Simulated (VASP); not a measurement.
The system is SnO2.

```xyz
6
Lattice="4.7606 0.0000 0.0000 0.0000 4.7606 0.0000 0.0000 0.0000 3.2001" Properties=species:S:1:pos:R:3 pbc="T T T"
Sn    0.0000    0.0000    0.0000
Sn    2.3803    2.3803    1.6000
O     1.4562    1.4562    0.0000
O     0.9241    3.8364    1.6000
O     3.8364    0.9241    1.6000
O     3.3044    3.3044    0.0000
```

Base run:

```yaml
Program: VASP 6.6.1
Functional: r2SCAN
Potentials_or_basis: VASP PAW PBE potentials, release 64 (Sn_d, O)
Cutoff: 520 eV
k_mesh: 4 × 4 × 6
Occupations: gaussian, width 0.01 eV
Spin: no spin polarisation
```

Its results: band gap on the k mesh 1.79 eV, direct; pressure 1.1 GPa; largest force 0.024 eV/Å.

The run is repeated on the same cell with these changes: functional from r2SCAN to PBE; k mesh from 4 × 4 × 6 to 6 × 6 × 8. What comes out?

Band gap on the k mesh 1.09 eV, direct; pressure 8.4 GPa; largest force 0.047 eV/Å.

Several settings changed at once, so the effect can't be laid on one alone.

Caveats: spin-orbit coupling is left out, which moves the levels of the heavy elements; the PAW data sets were made with another functional, which shifts forces and pressure a little (some runs).

